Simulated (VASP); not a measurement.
Wanted: the native input for a VASP 6.6.1 run.

| Item | Value |
| --- | --- |
| Task | single point |
| Functional | r2SCAN |
| Dispersion | rVV10 |
| Potentials or basis | VASP PAW PBE potentials, release 64 (K_sv, Rb_sv, Cl) |
| Cutoff | 520 eV |
| k mesh | 4 × 4 × 4 |
| Occupations | fermi-dirac, width 0.03 eV |
| Spin | no spin polarisation |
| Dipole correction | no |
| Further INCAR settings | ALGO = Normal; EDIFF = 1e-07; NBANDS = 33 |

K2RbCl3:

```
K Rb Cl
1.0
     4.13266    2.38599    4.21221
    -4.13266    2.38599    4.21221
     0.00000   -4.77199    4.21221
K Rb Cl
2 1 3
Direct
  0.19000 0.19000 0.19000
  0.81000 0.81000 0.81000
  0.50000 0.50000 0.50000
  0.50000 0.50000 0.00000
  0.50000 0.00000 0.50000
  0.00000 0.50000 0.50000
```

The input as run:

POSCAR

```
K2RbCl3
1.0
    4.1326634254      2.3859943411      4.2122121657
   -4.1326634254      2.3859943411      4.2122121657
    0.0000000000     -4.7719886822      4.2122121657
K Rb Cl
2 1 3
Direct
    0.1900039937      0.1900039937      0.1900039937
    0.8099960063      0.8099960063      0.8099960063
    0.5000000000      0.5000000000      0.5000000000
    0.5000000000      0.5000000000      0.0000000000
    0.5000000000      0.0000000000      0.5000000000
    0.0000000000      0.5000000000      0.5000000000
```

INCAR.step1

```
  ALGO = Normal
  EDIFF = 1E-4
  ENCUT = 520
  GGA = PE
  ISMEAR = -1
  LASPH = T
  LCHARG = F
  LREAL = F
  LWAVE = T
  NBANDS = 33
  NELM = 100
  PREC = Accurate
  SIGMA = 0.03
```

INCAR.step2

```
  ALGO = Normal
  BPARAM = 11.95
  CPARAM = 0.0093
  EDIFF = 1E-7
  ENCUT = 520
  ISIF = 2
  ISMEAR = -1
  ISTART = 1
  IVDW_NL = 2
  LASPH = T
  LCHARG = F
  LMIXTAU = T
  LREAL = F
  LUSE_VDW = T
  LWAVE = F
  METAGGA = R2SCAN
  NBANDS = 33
  NELM = 100
  PREC = Accurate
  SIGMA = 0.03
```

KPOINTS

```
k-points
0
Gamma
  4 4 4
```

Potentials or basis: VASP PAW PBE potentials, release 64 (K_sv, Rb_sv, Cl).

Command:

```sh
$ cat potpaw_PBE.64/K_sv/POTCAR potpaw_PBE.64/Rb_sv/POTCAR potpaw_PBE.64/Cl/POTCAR > POTCAR
$ cp INCAR.step1 INCAR
$ mpirun -np 1 vasp_std > vasp.out
$ cp INCAR.step2 INCAR
$ mpirun -np 1 vasp_std > vasp.out
```

Results of the run:

| Quantity | Value |
| --- | --- |
| Pressure | 0.0 GPa |
| Largest force | 0.010 eV/Å |
| Band gap on the k mesh | 4.29 eV (least direct gap 4.30 eV) |

Caveat: the PAW data sets were made with another functional, which shifts forces and pressure a little.

It took 11 min on 1 thread of AMD EPYC 7R43 64-Core Processor (Zen 3), with other jobs on the host, peak memory 0.76 GiB.
